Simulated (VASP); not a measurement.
## SrO: single point with revPBE+D4

The system is SrO.

```
CELL_PARAMETERS angstrom
0.00000 2.59131 2.59131
2.59131 0.00000 2.59131
2.59131 2.59131 0.00000
ATOMIC_POSITIONS crystal
Sr 0.50000 0.50000 0.50000
O 0.00000 0.00000 0.00000
```

| Property | Result |
| --- | --- |
| Program | VASP 6.6.1 |
| Task | single point |
| Functional | revPBE |
| Dispersion | D4 |
| Potentials or basis | VASP PAW PBE potentials, release 64 (Sr_sv, O) |
| Cutoff | 520 eV |
| k mesh | 9 × 9 × 9 |
| Occupations | fermi-dirac, width 0.05 eV |
| Spin | no spin polarisation |
| Dipole correction | no |
| Further INCAR settings | ALGO = Normal; EDIFF = 1e-06; NBANDS = 15 |

```yaml
Pressure: 0.5 GPa
Band_gap_on_the_k_mesh: 3.42 eV, indirect (least direct gap 3.53 eV)
Dispersion_energy_per_atom: -0.266 eV
```

Levels at points of the mesh, in eV from the valence-band top:
| k point | band 4 | band 5 | band 6 | band 7 | band 8 | band 9 | band 10 | band 11 | band 12 | band 13 |
| --- | --- | --- | --- | --- | --- | --- | --- | --- | --- | --- |
| (0.00, 0.00, 0.00) | -14.22 | -14.22 | 0.00 | 0.00 | 0.00 | 3.95 | 6.20 | 6.20 | 6.20 | 8.28 |

It took 21 s on 1 thread of Intel(R) Xeon(R) Platinum 8488C (Sapphire Rapids) (shared host), peak memory 0.15 GiB.

Caveat: the PAW data sets were made with another functional, which shifts forces and pressure a little. Expect the measured gap to be larger: semilocal functionals such as revPBE lack the derivative discontinuity.
